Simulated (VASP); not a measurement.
# MgMnIr (P4/nmm) in VASP: single point with r2SCAN

Aim: the single point of MgMnIr with r2SCAN.

Everything below comes from runs of VASP 6.6.1. Logs are shortened: lines on timing, memory, paths and dates and some standing lists are left out, and cuts for length are marked.

## (1) The cell of the first run

Symmetry: P4/nmm, No. 129, tetragonal system. The conventional cell has a = 3.845 Å, b = 3.845 Å, c = 6.746 Å, α = 90.00°, β = 90.00°, γ = 90.00°. Ir (site symmetry 4mm) has 6 Mg at 2.90 to 3.64 Å and 4 Mn at 3.01 Å and 8 Ir at 3.44 to 3.85 Å within 3.9 Å. Within 3.2 Å of Mg (site symmetry 4mm) lie 4 Mn at 2.33 Å and 5 Ir at 2.90 to 3.10 Å. Within 3.1 Å of Mn (site symmetry -4m2) lie 4 Mg at 2.33 Å and 4 Mn at 2.72 Å and 4 Ir at 3.01 Å.

## (2) Single point, r2SCAN

POSCAR

```
MgMnIr
1.0
    3.8452260000      0.0000000000      0.0000000000
    0.0000000000      3.8452260000      0.0000000000
    0.0000000000      0.0000000000      6.7459660000
Ir Mg Mn
2 2 2
Direct
    0.0000000000      0.5000000000      0.6560000000
    0.5000000000      0.0000000000      0.3440000000
    0.0000000000      0.5000000000      0.1960000000
    0.5000000000      0.0000000000      0.8040000000
    0.0000000000      0.0000000000      0.0000000000
    0.5000000000      0.5000000000      0.0000000000
```

INCAR.step1

```
SYSTEM = MgMnIr
PREC = Accurate ; ENCUT = 520
ISMEAR = -1 ; SIGMA = 0.1
LREAL = .FALSE. ; LASPH = .TRUE.
NELM = 100 ; NBANDS = 33
GGA = PE ; ALGO = Normal
EDIFF = 1E-4 ; LWAVE = .TRUE.
LCHARG = .FALSE.
```

INCAR.step2

```
SYSTEM = MgMnIr
PREC = Accurate ; ENCUT = 520
EDIFF = 1E-7 ; ISMEAR = -1
SIGMA = 0.1 ; LREAL = .FALSE.
LASPH = .TRUE. ; NELM = 100
ALGO = Normal ; ISIF = 2
LWAVE = .FALSE. ; LCHARG = .TRUE.
METAGGA = R2SCAN ; LMIXTAU = .TRUE.
LELF = .TRUE. ; LVHAR = .TRUE.
NBANDS = 33 ; ISTART = 1
```

KPOINTS

```
Automatic mesh
0
G
  9 9 5
  0 0 0
```

Potentials or basis: VASP PAW PBE potentials, release 64 (Ir, Mg, Mn_pv).

Command:

```bash
cat potpaw_PBE.64/Ir/POTCAR potpaw_PBE.64/Mg/POTCAR potpaw_PBE.64/Mn_pv/POTCAR > POTCAR
cp INCAR.step1 INCAR
mpirun -np 1 vasp_std > vasp.out
cp INCAR.step2 INCAR
mpirun -np 1 vasp_std > vasp.out
```

OUTCAR:

```text
SYSTEM = MgMnIr
   PREC = Accurate
   ENCUT = 520
   EDIFF = 1E-7
   ISMEAR = -1
   LREAL = .FALSE.
   LASPH = .TRUE.
   NELM = 100
   ISIF = 2
   METAGGA = R2SCAN
   ISTART = 1

 ion  position               nearest neighbor table
   1  0.000  0.500  0.656-   4 2.90   4 2.90   4 2.90   4 2.90   5 3.01   6 3.01   6 3.01   5 3.01
                             3 3.10
   2  0.500  0.000  0.344-   3 2.90   3 2.90   3 2.90   3 2.90   6 3.01   6 3.01   5 3.01   5 3.01
                             4 3.10
   3  0.000  0.500  0.196-   5 2.33   6 2.33   5 2.33   6 2.33   2 2.90   2 2.90   2 2.90   2 2.90
                             1 3.10
   4  0.500  0.000  0.804-   5 2.33   6 2.33   6 2.33   5 2.33   1 2.90   1 2.90   1 2.90   1 2.90
                             2 3.10
   5  0.000  0.000  0.000-   3 2.33   4 2.33   3 2.33   4 2.33   6 2.72   6 2.72   6 2.72   6 2.72
                             2 3.01   1 3.01   2 3.01   1 3.01
   6  0.500  0.500  0.000-   3 2.33   4 2.33   4 2.33   3 2.33   5 2.72   5 2.72   5 2.72   5 2.72
                             1 3.01   2 3.01   2 3.01   1 3.01

  LATTYP: Found a simple tetragonal cell.
 ALAT       =     3.8452260000
 C/A-ratio  =     1.7543743853

  Lattice vectors:

 A1 = (   3.8452260000,   0.0000000000,   0.0000000000)
 A2 = (   0.0000000000,   3.8452260000,   0.0000000000)
 A3 = (   0.0000000000,   0.0000000000,   6.7459660000)

Analysis of symmetry for initial positions (statically):
=====================================================================
 Subroutine PRICEL returns:
 Original cell was already a primitive cell.

 Routine SETGRP: Setting up the symmetry group for a
 simple tetragonal supercell.

 Subroutine GETGRP returns: Found 16 space group operations
 (whereof  8 operations were pure point group operations)
 out of a pool of 16 trial point group operations.

The static configuration has the point symmetry D_2d.
 The point group associated with its full space group is D_4h.

Analysis of symmetry for dynamics (positions and initial velocities):
=====================================================================
 Subroutine PRICEL returns:
 Original cell was already a primitive cell.

 Routine SETGRP: Setting up the symmetry group for a
 simple tetragonal supercell.

 Subroutine GETGRP returns: Found 16 space group operations
 (whereof  8 operations were pure point group operations)
 out of a pool of 16 trial point group operations.

The dynamic configuration has the point symmetry D_2d.
 The point group associated with its full space group is D_4h.

 Subroutine INISYM returns: Found 16 space group operations
 (whereof  8 operations are pure point group operations),
 and found     1 'primitive' translations

----------------------------------------------------------------------------------------

                                     Primitive cell

  volume of cell :      99.7443

  direct lattice vectors                    reciprocal lattice vectors
     3.845226000  0.000000000  0.000000000     0.260062738  0.000000000  0.000000000
     0.000000000  3.845226000  0.000000000     0.000000000  0.260062738  0.000000000
     0.000000000  0.000000000  6.745966000     0.000000000  0.000000000  0.148236739

  length of vectors
     3.845226000  3.845226000  6.745966000     0.260062738  0.260062738  0.148236739

  position of ions in fractional coordinates (direct lattice)
     0.000000000  0.500000000  0.656000000
     0.500000000  0.000000000  0.344000000
     0.000000000  0.500000000  0.196000000
     0.500000000  0.000000000  0.804000000
     0.000000000  0.000000000  0.000000000
     0.500000000  0.500000000  0.000000000

  ion indices of the primitive-cell ions
   primitive index   ion index
                 1           1
                 2           2
                 3           3
                 4           4
                 5           5
                 6           6

----------------------------------------------------------------------------------------

 KPOINTS: Automatic mesh

Automatic generation of k-mesh.
 Grid dimensions read from file:
 generate k-points for:    9    9    5

 Generating k-lattice:

  Cartesian coordinates                     Fractional coordinates (reciprocal lattice)
     0.028895860  0.000000000  0.000000000     0.111111111  0.000000000  0.000000000
     0.000000000  0.028895860  0.000000000     0.000000000  0.111111111  0.000000000
     0.000000000  0.000000000  0.029647348     0.000000000  0.000000000  0.200000000

  Length of vectors
     0.028895860  0.028895860  0.029647348

  Shift w.r.t. Gamma in fractional coordinates (k-lattice)
     0.000000000  0.000000000  0.000000000

 Subroutine IBZKPT returns following result:
 ===========================================

 Found     45 irreducible k-points:

 Following reciprocal coordinates:
            Coordinates               Weight
  0.000000  0.000000  0.000000      1.000000
  0.111111  0.000000  0.000000      4.000000
  0.222222  0.000000  0.000000      4.000000
  0.333333  0.000000  0.000000      4.000000
  0.444444  0.000000  0.000000      4.000000
  0.111111  0.111111  0.000000      4.000000
[... 16 lines left out ...]
  0.333333  0.111111  0.200000     16.000000
  0.444444  0.111111  0.200000     16.000000
 [... further k-points ...]
   k-points           NKPTS =     45   k-points in BZ     NKDIM =     45   number of bands    NBANDS=     33
   number of dos      NEDOS =    301   number of ions     NIONS =      6
   total plane-waves  NPLWV =  45000
   dimension x,y,z NGX =    30 NGY =   30 NGZ =   50
   dimension x,y,z NGXF=    60 NGYF=   60 NGZF=  100
   ions per type =               2   2   2
   NGX,Y,Z   is equivalent  to a cutoff of  12.97, 12.97, 12.32 a.u.
   NGXF,Y,Z  is equivalent  to a cutoff of  25.94, 25.94, 24.64 a.u.
 SYSTEM =  MgMnIr
   PREC   = accura    normal or accurate (medium, high low for compatibility)
   ISTART =      1    job   : 0-new  1-cont  2-samecut
   ICHARG =      0    charge: 1-file 2-atom 10-const
   ISPIN  =      1    spin polarized calculation?
   LNONCOLLINEAR =      F non collinear calculations
   LSORBIT =      F    spin-orbit coupling
   LASPH  =      T    aspherical Exc in radial PAW
   ENCUT  =  520.0 eV  38.22 Ry    6.18 a.u.   7.15  7.15 12.54*2*pi/ulx,y,z
   NELM   =    100;   NELMIN=  2; NELMDL=  0     # of ELM steps
   EDIFF  = 0.1E-06   stopping-criterion for ELM
   LREAL  =      F    real-space projection
   EDIFFG = 0.1E-05   stopping-criterion for IOM
   NSW    =      0    number of steps for IOM
   IBRION =     -1    ionic relax: 0-MD 1-quasi-New 2-CG
   NFREE  =      0    steps in history (QN), initial steepest desc. (CG)
   ISIF   =      2    stress and relaxation
   ISYM   =      2    0-nonsym 1-usesym 2-fastsym
   POTIM  = 0.5000    time-step for ionic-motion
   TEBEG  =    0.0;   TEEND  =   0.0 temperature during run
   PSTRESS=    0.0 pullay stress
   NELECT =      48.0000    total number of electrons
   NUPDOWN=      -1.0000    fix difference up-down
   EMIN   =  10.00;   EMAX   =-10.00  energy-range for DOS
   EFERMI =   0.00;   METHOD = LEGACY
   ISMEAR =    -1;   SIGMA  =   0.10  broadening in eV -4-tet -1-fermi 0-gaus
   EFERMI_NEDOS =   21; number of points for ismear=-14 and -15
   IALGO  =     38    algorithm
   IMIX   =      4    mixing-type and parameters
     AMIX     =   0.40;   BMIX     =  1.00
     AMIX_MAG =   1.60;   BMIX_MAG =  1.00
  volume/ion in A,a.u.               =      16.62       112.18
  Fermi-wavevector in a.u.,A,eV,Ry     =   1.282899  2.424328 22.392890  1.645831
  Thomas-Fermi vector in A             =   2.415184
   LORBIT       =      0    0 simple, 1 ext, 2 COOP (PROOUT), +10 PAW based schemes
   METAGGA = R2SCAN    functional components
   LHFCALC =     F    Hartree Fock is set to
   AEXX    =    0.0000 exact exchange contribution
   IVDW    =     0    specifies the selected vdW correction
   LEPSILON=     F    determine dielectric tensor
   LRPA    =     F    only Hartree local field effects (RPA)
 non-spin polarized calculation
  energy-cutoff  :      520.00
  volume of cell :       99.74
 maximum number of plane-waves:      2708
 NGX is ok and might be reduce to    30
   NGX = 15   NGY = 15   NGZ = 25

 number of electron      48.0000012 magnetization

 Free energy of the ion-electron system (eV)
  ---------------------------------------------------
  ext. energy  EPLUGINS =         0.00000000
  ---------------------------------------------------
  free energy    TOTEN  =      -133.80296847 eV

  energy without entropy =     -133.46769243  energy(sigma->0) =     -133.63533045

 E-fermi :   4.8952     XC(G=0): -12.1744

 val. band max:        4.8872075593   @ k =   0.4444   0.4444   0.4000
 cond. band min:       4.9026189369   @ k =   0.4444   0.0000   0.4000
 fundamental gap:      0.0154113776
 Fermi energy:         4.8951663594

 k-point     1 :       0.0000    0.0000    0.0000
  band No.  band energies     occupation
      1     -44.6204      2.00000
      2     -44.6204      2.00000
      3     -44.6159      2.00000
      4     -44.5814      2.00000
      5     -44.4616      2.00000
      6     -44.4616      2.00000
[... 25 lines left out ...]
     32      12.7964      0.00000
     33      13.1365      0.00000

 k-point     2 :       0.1111    0.0000    0.0000
  band No.  band energies     occupation
      1     -44.6160      2.00000
      2     -44.6156      2.00000
      3     -44.6147      2.00000
      4     -44.5823      2.00000
      5     -44.4668      2.00000
      6     -44.4664      2.00000
[... 25 lines left out ...]
     32      11.5309      0.00000
     33      12.2748      0.00000
[... 754 lines left out ...]
     32       9.8457      0.00000
     33      10.1595      0.00000

 k-point    24 :       0.4444    0.1111    0.2000
  band No.  band energies     occupation
      1     -44.6008      2.00000
      2     -44.5952      2.00000
      3     -44.5883      2.00000
      4     -44.5625      2.00000
      5     -44.5233      2.00000
      6     -44.4973      2.00000
[... 25 lines left out ...]
     32       8.9827      0.00000
     33      10.9228      0.00000

 [... further k-points ...]

------------------------ aborting loop because EDIFF is reached ----------------------------------------

  FORCE on cell =-STRESS in cart. coord.  units (eV):
  Direction    XX          YY          ZZ          XY          YZ          ZX
  --------------------------------------------------------------------------------------
  -------------------------------------------------------------------------------------
  Total       -6.5138857     -6.5138857    -10.6450516      0.0000000      0.0000000      0.0000000
  in kB     -104.6315910   -104.6315910   -170.9899024      0.0000000      0.0000000      0.0000000
  external PRESSURE =    -126.7510282 kB  Pullay stress =       0.0000000 kB

 VOLUME and BASIS-vectors are now :
 -----------------------------------------------------------------------------
  energy-cutoff  :      520.00
  volume of cell :       99.74
      direct lattice vectors                 reciprocal lattice vectors
     3.845226000  0.000000000  0.000000000     0.260062738  0.000000000  0.000000000
     0.000000000  3.845226000  0.000000000     0.000000000  0.260062738  0.000000000
     0.000000000  0.000000000  6.745966000     0.000000000  0.000000000  0.148236739

 POSITION                                       TOTAL-FORCE (eV/Angst)
 -----------------------------------------------------------------------------------
      0.00000      1.92261      4.42535         0.000000     -0.000000      2.277356
      1.92261      0.00000      2.32061        -0.000000      0.000000     -2.277356
      0.00000      1.92261      1.32221         0.000000     -0.000000      5.613740
      1.92261      0.00000      5.42376         0.000000     -0.000000     -5.613740
      0.00000      0.00000      0.00000         0.000000     -0.000000      0.000000
      1.92261      1.92261      0.00000        -0.000000      0.000000      0.000000
 -----------------------------------------------------------------------------------
    total drift:                                0.000000      0.000000      0.000000

  FREE ENERGIE OF THE ION-ELECTRON SYSTEM (eV)
  ---------------------------------------------------
  free  energy   TOTEN  =      -133.8029684690 eV

  energy  without entropy=     -133.4676924258  energy(sigma->0) =     -133.63533045
```

Wall time 5 min (1 thread of Intel Xeon 6975P-C (Granite Rapids), shared host); peak memory 0.31 GiB.

What came out:

| Quantity | Value |
| --- | --- |
| Free energy | -133.8030 eV |
| Pressure | -12.7 GPa |
| Largest force | 5.614 eV/Å |
| Band gap on the k mesh | zero (bands 24 and 25 overlap by 0.47 eV) |

Forces on the atoms (eV/Å):
```
Ir   0.000  0.000  2.277
Ir   0.000  0.000 -2.277
Mg   0.000  0.000  5.614
Mg   0.000  0.000 -5.614
Mn   0.000  0.000  0.000
Mn   0.000  0.000  0.000
```

Caveat: the stress differs along the axes, from -17 to -10 GPa; the PAW data sets were made with another functional, which shifts forces and pressure a little; spin-orbit coupling is left out, which moves the levels of the heavy elements; the run has no spin polarisation, though such a crystal can be magnetic.
